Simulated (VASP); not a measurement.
Runs of VASP 6.6.1 on Yb. The structure is that of space group Pm-3m (No. 221), or close to it. The cells are those of the table. 

```csv
cell,k mesh,gap on the mesh (eV),pressure (GPa)
"a = 3.436 Å, 1 atom",10 × 10 × 10,none,0.6
"a = 3.574 Å, 1 atom",10 × 10 × 10,none,-0.6
"a = 3.483 Å, 1 atom",15 × 15 × 15,none,0.2
"a = 3.529 Å, 1 atom",10 × 10 × 10,none,0.1
"a = 3.617 Å, 1 atom",10 × 10 × 10,none,(a)
"a = 3.388 Å, 1 atom",10 × 10 × 10,none,(b)
"a = 3.338 Å, 1 atom",10 × 10 × 10,none,(c)
"a = 3.483 Å, 1 atom",10 × 10 × 10,none,-1.2
```

Alike in all rows: task single point; level revPBE; potentials or basis VASP PAW PBE potentials, release 64 (Yb); no spin polarisation; cutoff (eV) 520; smearing fermi-dirac 0.1 eV.

Estimate the missing entries.

(a) 0.4; (b) 0.8; (c) 2.1.

Caveats: the PAW data sets were made with another functional, which shifts forces and pressure a little; spin-orbit coupling is left out, which moves the levels of the heavy elements.

A k mesh can miss the band edges, and the runs leave out spin-orbit coupling on Yb.

A gap of «none» marks levels without a gap at the run's occupations.
